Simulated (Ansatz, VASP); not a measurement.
## Sn: VASP beside Ansatz

File INCAR:

```
SYSTEM = Sn
  PREC = Accurate
  ENCUT = 520
  EDIFF = 1E-8
  ISMEAR = -1
  SIGMA = 0.03
  LREAL = .FALSE.
  LASPH = .TRUE.
  NELM = 60
  ALGO = Normal
  ISIF = 2
  LWAVE = .FALSE.
  LCHARG = .FALSE.
  GGA = PS
  LEFG = .TRUE.
  NBANDS = 21
```

KPOINTS

```
regular mesh
0
G
  9 9 9
  0 0 0
```

Contents of POSCAR:

```
Sn
1.0
    0.0000000000      3.2954075134      3.1482320000
    3.2954075134      0.0000000000      3.1482320000
    3.2954075134      3.2954075134      0.0000000000
Sn
2
Direct
    0.5000000000      0.5000000000      0.5000000000
    0.7500000000      0.7500000000      0.7500000000
```

Input for Ansatz:

```yaml
crystal:
  lattice:
    - [0.0, 3.2954075134, 3.148232]
    - [3.2954075134, 0.0, 3.148232]
    - [3.2954075134, 3.2954075134, 0.0]
  atoms:
    - { symbol: Sn, position: [0.5, 0.5, 0.5] }
    - { symbol: Sn, position: [0.75, 0.75, 0.75] }
kpoints:
  mp_grid: { grid: [9, 9, 9] }
scf:
  occupations: { method: fermi_dirac, width: 0.03 }
hamiltonian:
  xc: pbesol
  pseudopotentials: { kind: paw }
output:
  forces: true
  stress: true
  eigenvalues: true
  efg: { contact_densities: true }
  write_density: true
  write_potential: true
  elf: true
  volumetric_format: npy
basis:
  xc_grid: 3
```

Alike in both runs: task electric field gradients; functional PBEsol; k mesh 9 × 9 × 9; occupations fermi-dirac, width 0.03 eV; no spin polarisation.

|  | VASP | Ansatz |
| --- | --- | --- |
| version | VASP 6.6.1 | Ansatz 0.2.0 |
| potentials or method | VASP PAW PBE potentials, release 64 (Sn_d) | PAW with Ansatz's default frozen-core files, scalar-relativistic |
| plane-wave cutoff (eV) | 520 | 420 |
| valence electrons in the cell | 28 | 28 |

|  | VASP | Ansatz | Ansatz less VASP |
| --- | --- | --- | --- |
| gap on the k mesh at the Fermi level (eV) | none | none | - |
| pressure (GPa) | 0.9 | 1.0 | +0.07 |
| traceless stress, the component that is largest in VASP (GPa) | 0.83 | 0.83 | 0.000 |

VASP's potentials were made for PBE, not for PBEsol. A gap of «none» marks a metal or a gap that the smearing closes.
